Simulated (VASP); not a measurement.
## HCl: single point with LDA

HCl:

```
H Cl
1.0
     0.00000    2.67500    2.85500
     2.45213    0.00000    2.85500
     2.45213    2.67500    0.00000
H Cl
1 1
Direct
  0.00000 0.00000 0.00000
  0.50000 0.50000 0.50000
```

This cell differs from its parent crystal: strain -0.0250 x Voigt [1, 0, 0, 0, 0, 0].

| Property | Result |
| --- | --- |
| Program | VASP 6.6.1 |
| Task | single point |
| Functional | LDA |
| Potentials or basis | VASP PAW LDA potentials, release 64 (H, Cl) |
| Cutoff | 520 eV |
| k mesh | 16 × 16 × 16 |
| Occupations | gaussian, width 0.15 eV |
| Spin | no spin polarisation |
| Dipole correction | no |
| Further INCAR settings | ALGO = Normal; EDIFF = 1e-06; NBANDS = 11 |

* Pressure: -12.1 GPa
* Band gap on the k mesh: zero (bands 4 and 5 overlap by 0.27 eV)

Stress tensor (GPa, compression positive):
```
-18.96   0.00   0.00
  0.00 -10.46   0.00
  0.00   0.00  -6.90
```

Levels at points of the mesh, in eV from the Fermi level:
```csv
k point,band 2,band 3,band 4,band 5,band 6,band 7
"(0.00, 0.00, 0.00)",-0.35,-0.11,-0.08,-0.06,11.08,11.94
"(0.50, 0.00, 0.00)",-3.66,-0.48,-0.29,2.83,7.64,10.47
"(0.50, 0.50, 0.00)",-2.23,-0.98,-0.54,-0.14,9.40,11.60
"(0.50, 0.00, 0.50)",-2.27,-1.29,-0.54,-0.25,9.21,12.31
"(0.00, 0.50, 0.50)",-2.26,-1.26,-0.93,-0.35,8.73,13.38
```

It took 6.2 min on 1 thread of Intel Xeon 8259CL, on a shared host, peak memory 0.33 GiB.

Caveat: the cell differs from its parent crystal (strain -0.0250 x Voigt [1, 0, 0, 0, 0, 0]); the cell stands under tension.
